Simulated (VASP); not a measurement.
# Dy3GaS2: single point with PBE

The system is Dy3GaS2.

```
CELL_PARAMETERS angstrom
-2.63684 2.63684 6.52939
2.63684 -2.63684 6.52939
2.63684 2.63684 -6.52939
ATOMIC_POSITIONS crystal
Dy 0.78544 0.78544 0.00000
Dy 0.21456 0.21456 0.00000
Dy 0.50000 0.50000 0.00000
Ga 0.00000 0.00000 0.00000
S 0.50000 0.00000 0.50000
S 0.00000 0.50000 0.50000
```

The cell was generated, and may not be a known phase.

```json
{
 "Program": "VASP 6.6.1",
 "Task": "single point",
 "Functional": "PBE",
 "Potentials or basis": "VASP PAW PBE potentials, release 64 (Dy_3, Ga_d, S), 4f in core",
 "Cutoff": "500 eV",
 "k mesh": "4 × 4 × 4",
 "Occupations": "gaussian, width 0.2 eV",
 "Spin": "no spin polarisation"
}
```

| Quantity | Value |
| --- | --- |
| Pressure | 0.4 GPa |
| Largest force | 0.037 eV/Å |
| Band gap on the k mesh | zero (bands 26 and 27 overlap by 0.32 eV) |

Forces on the atoms (eV/Å):
```
Dy   0.000  0.000 -0.037
Dy   0.000  0.000  0.037
Dy   0.000  0.000  0.000
Ga   0.000  0.000  0.000
S    0.000  0.000  0.000
S    0.000  0.000  0.000
```

Stress tensor (GPa, compression positive):
```
0.24 0.00 0.00
0.00 0.24 0.00
0.00 0.00 0.71
```

Levels at points of the mesh, in eV from the Fermi level:
| k point | band 22 | band 23 | band 24 | band 25 | band 26 | band 27 | band 28 | band 29 | band 30 | band 31 |
| --- | --- | --- | --- | --- | --- | --- | --- | --- | --- | --- |
| (0.00, 0.00, 0.00) | -2.91 | -2.43 | -2.43 | -0.23 | -0.08 | 0.24 | 0.67 | 0.67 | 0.72 | 1.10 |
| (0.50, 0.00, 0.00) | -2.97 | -1.33 | -1.07 | -0.44 | -0.25 | 0.03 | 0.59 | 0.64 | 1.23 | 1.83 |
| (0.50, 0.50, 0.00) | -2.19 | -1.79 | -1.17 | -0.05 | -0.04 | 0.19 | 0.40 | 0.93 | 1.11 | 1.28 |
| (0.50, 0.50, 0.50) | -2.45 | -2.45 | -1.42 | -0.72 | -0.43 | 0.00 | 0.00 | 0.22 | 0.48 | 0.64 |

Wall time 86 s on 1 thread of AMD EPYC 9R45 96-Core Processor (Zen 5), on a shared host, peak memory 0.42 GiB.

Caveat: spin-orbit coupling is left out, which moves the levels of the heavy elements; the 4f electrons are frozen in the core, so they carry no moment and show no levels; the run has no spin polarisation, though such a crystal can be magnetic. With open d or f shells a metallic result of PBE can be an artefact of self-interaction; +U or a hybrid may open a gap.
